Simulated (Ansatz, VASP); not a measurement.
# Two plane-wave programs on B3Ru5

INCAR

```
SYSTEM = B3Ru5
PREC     = Accurate       ! precision mode
ENCUT    = 600            ! plane-wave cutoff, eV
EDIFF    = 1E-7           ! SCF threshold, eV
ISMEAR   = 0              ! smearing method
SIGMA    = 0.1            ! smearing width, eV
LREAL    = .FALSE.        ! projectors in reciprocal space
LASPH    = .TRUE.         ! aspherical terms in the spheres
NELM     = 80             ! most SCF steps
ALGO     = Fast           ! electronic algorithm
ISIF     = 3              ! what is computed and relaxed
LWAVE    = .FALSE.        ! write WAVECAR
LCHARG   = .FALSE.        ! write CHGCAR
GGA      = PE             ! functional
IBRION   = 2              ! ionic algorithm
NSW      = 100            ! ionic steps
EDIFFG   = -0.01          ! ionic threshold
```

Contents of KPOINTS:

```
regular mesh
0
G
  12 12 4
  0 0 0
```

Contents of POSCAR:

```
B3Ru5
1.0
    2.8273503764      0.0000000000      0.0000000000
   -1.4136751882      2.4485572514      0.0000000000
    0.0000000000      0.0000000000     12.8483936319
B Ru
3 5
Direct
    0.3333333333      0.6666666667      0.7267705623
    0.3333333333      0.6666666667      0.5000000000
    0.3333333333      0.6666666667      0.2732294377
    0.0000000000      0.0000000000      0.8343325906
    0.0000000000      0.0000000000      0.3881148617
    0.0000000000      0.0000000000      0.6118851383
    0.0000000000      0.0000000000      0.1656674094
    0.3333333333      0.6666666667      0.0000000000
```

Input for Ansatz:

```yaml
crystal:
  lattice:
    - [2.8273503764, 0.0, 0.0]
    - [-1.4136751882, 2.4485572514, 0.0]
    - [0.0, 0.0, 12.8483936319]
  atoms:
    - { symbol: B, position: [0.3333333333, 0.6666666667, 0.7267705623] }
    - { symbol: B, position: [0.3333333333, 0.6666666667, 0.5] }
    - { symbol: B, position: [0.3333333333, 0.6666666667, 0.2732294377] }
    - { symbol: Ru, position: [0.0, 0.0, 0.8343325906] }
    - { symbol: Ru, position: [0.0, 0.0, 0.3881148617] }
    - { symbol: Ru, position: [0.0, 0.0, 0.6118851383] }
    - { symbol: Ru, position: [0.0, 0.0, 0.1656674094] }
    - { symbol: Ru, position: [0.3333333333, 0.6666666667, 0.0] }
basis:
  ecutwfc: 420
kpoints:
  mp_grid: { grid: [12, 12, 4] }
hamiltonian:
  xc: pbe
scf:
  occupations: { method: gaussian, width: 0.1 }
output:
  forces: true
  stress: true
  eigenvalues: true
relax:
  adjacent_minimum: "off"
  f_tol: 0.01
  max_steps: 80
  cell: { stress_tol: 0.05 }
```

Alike in both runs: task relaxation of cell and atoms; functional PBE; k mesh 12 × 12 × 4; occupations gaussian, width 0.1 eV; no spin polarisation.

```csv
,VASP,Ansatz
version,VASP 6.6.1,Ansatz 0.2.0
potentials or method,"VASP PAW PBE potentials, release 64 (B, Ru_pv), cutoff 600 eV","scalar-relativistic, plane waves, PAW"
valence electrons in the cell,79,89
```

|  | VASP | Ansatz | Ansatz less VASP |
| --- | --- | --- | --- |
| gap on the k mesh at the Fermi level, each at its own relaxed structure (eV) | none | none | - |
| relaxed volume (Å³/atom) | 11.12 | 11.12 | 0.000 |
| relaxed cell length with the largest relative difference (Å) | 12.826 | 12.828 | +0.0020 |

A gap of «none» marks a metal or a gap that the smearing closes. VASP's potentials hold 79 valence electrons a cell and Ansatz's 89, so a difference there can come from the potentials and not from the codes.
